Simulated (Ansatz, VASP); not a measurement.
## PbS: VASP beside Ansatz

```
Pb S
1.0
     0.00000    2.96793    2.96793
     2.96793    0.00000    2.96793
     2.96793    2.96793    0.00000
Pb S
1 1
Direct
  0.00000 0.00000 0.00000
  0.50000 0.50000 0.50000
```

Alike in both runs: functional PBE; dispersion D3(BJ); k mesh 10 × 10 × 10; occupations gaussian, width 0.02 eV; no spin polarisation.

Ansatz relaxed the structure, and its values are those at the end. VASP's run is a single point on that final structure, the one shown.

|  | VASP | Ansatz |
| --- | --- | --- |
| version | VASP 6.6.1 | Ansatz 0.2.0 |
| potentials or method | VASP PAW PBE potentials, release 64 (Pb_d, S), cutoff 520 eV | scalar-relativistic, plane waves, PAW |
| valence electrons in the cell | 20 | 20 |

Ansatz gave:

* gap on the k mesh at the Fermi level (eV): 0.36
* least direct gap on the mesh (eV): 0.36
* pressure (GPa): 0.0

**Question.** Estimate VASP's values.

**Answer.** gap on the k mesh at the Fermi level (eV): 0.37; least direct gap on the mesh (eV): 0.37; pressure (GPa): -0.1.

Ansatz's warnings: relaxed geometry near dispersion switch.

Spin-orbit coupling is off throughout.
